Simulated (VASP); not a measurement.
WC (Qusongite):

```
W C
1.0
     2.90650    0.00000    0.00000
    -1.45325    2.51710    0.00000
     0.00000    0.00000    2.83660
W C
1 1
Direct
  0.00000 0.00000 0.00000
  0.66667 0.33333 0.50000
```

```yaml
Program: VASP 6.6.1
Task: relaxation of cell and atoms
Functional: LDA
Potentials_or_basis: VASP PAW LDA potentials, release 64 (W_sv, C)
Cutoff: 600 eV
k_mesh: 10 × 10 × 9
Occupations: fermi-dirac, width 0.05 eV
Spin: no spin polarisation
```

At the start: pressure -7.4 GPa; volume 10.38 Å³/atom.

Q: How do energy, volume and symmetry change on relaxing?

A: Over 3 steps the energy falls by 4.3 meV/atom and the volume is 10.20 Å³/atom (-1.7 %); space group P-6m2 (No. 187, to 0.05 Å).

Step by step:
| step | energy change (eV) | largest force (eV/Å) | pressure (GPa) | volume (Å³) |
| --- | --- | --- | --- | --- |
| 1 | 0.0000 | 0.0000 | -7.38 | 20.75 |
| 2 | 0.0703 | 0.0000 | 24.94 | 19.35 |
| 3 | -0.0087 | 0.0000 | -0.19 | 20.40 |

Final structure:
```yaml
crystal:
  lattice:
    - [2.89133, 0.00000, 0.00000]
    - [-1.44567, 2.50397, 0.00000]
    - [0.00000, 0.00000, 2.81710]
  atoms:
    - { symbol: W, position: [0.00000, 0.00000, 0.00000] }
    - { symbol: C, position: [0.66667, 0.33333, 0.50000] }
```
